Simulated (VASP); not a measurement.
# TlBr: single point with PBE-based screened hybrid

The system is TlBr.

```
Tl Br
1.0
     3.99491    0.00000    0.00000
     0.00000    3.99491    0.00000
     0.00000    0.00000    3.99491
Tl Br
1 1
Direct
  0.00000 0.00000 0.00000
  0.50000 0.50000 0.50000
```

```json
{
  "Program": "VASP 6.6.1",
  "Task": "single point",
  "Functional": "PBE-based screened hybrid",
  "Potentials or basis": "VASP PAW PBE potentials, release 64 (Tl_d, Br)",
  "Cutoff": "400 eV",
  "k mesh": "4 × 4 × 4",
  "Occupations": "gaussian, width 0.01 eV",
  "Spin": "no spin polarisation"
}
```

```json
{"Pressure": "0.6 GPa", "Band gap on the k mesh": "2.68 eV, direct"}
```

Levels at points of the mesh, in eV from the valence-band top:
```tsv
k point	band 7	band 8	band 9	band 10	band 11	band 12	band 13	band 14
(0.00, 0.00, 0.00)	-4.81	-1.52	-1.52	-1.52	7.96	7.96	8.33	8.33
(0.50, 0.00, 0.00)	-5.89	-1.00	-1.00	0.00	2.68	6.78	6.78	9.02
(0.50, 0.50, 0.00)	-3.84	-3.21	-3.21	-0.91	5.83	5.83	8.51	8.68
(0.50, 0.50, 0.50)	-2.76	-2.19	-2.19	-2.19	2.98	2.98	2.98	13.97
```

It took 2.9 min on 1 thread of Intel(R) Xeon(R) 6975P-C (Granite Rapids), on a shared host, peak memory 0.26 GiB.

Caveat: the PAW data sets were made with another functional, which shifts forces and pressure a little; spin-orbit coupling is left out, which moves the levels of the heavy elements. A k mesh can miss the band edges.
